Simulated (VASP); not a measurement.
Runs of VASP 6.6.1 on HfC. The structure is that of space group Fm-3m (No. 225), or close to it. The cells are those of the table. 

```tsv
task	level	U	cell	gap on the mesh (eV)	pressure (GPa)
single point	LDA	-	a = 3.255 Å, angles 60.0°, 2 atoms	none	-4.5
electric field gradients	LDA	-	a = 3.211 Å, angles 60.0°, 2 atoms	none	6.6
single point	LDA	-	a = 3.211 Å, angles 60.0°, 2 atoms	none	6.6
electric field gradients	LDA	-	a = 3.341 Å, angles 60.0°, 2 atoms	none	(a)
single point	LDA+U	Hf d U = 2.0 eV	a = 3.211 Å, angles 60.0°, 2 atoms	none	14.9
```

Alike in all rows: potentials or basis VASP PAW LDA potentials, release 64 (Hf_pv, C); no spin polarisation; k mesh 14 × 14 × 14; cutoff (eV) 520; smearing fermi-dirac 0.05 eV.

Problem. Fill in the values left out.

Solution. (a) -21.1.

Caveats: spin-orbit coupling is left out, which moves the levels of the heavy elements; U without spin polarisation on a metal has little footing (some runs); the U is typed as a test and isn't derived for this compound (some runs).

A k mesh can miss the band edges, and the runs leave out spin-orbit coupling on Hf.

A gap of «none» marks levels without a gap at the run's occupations.
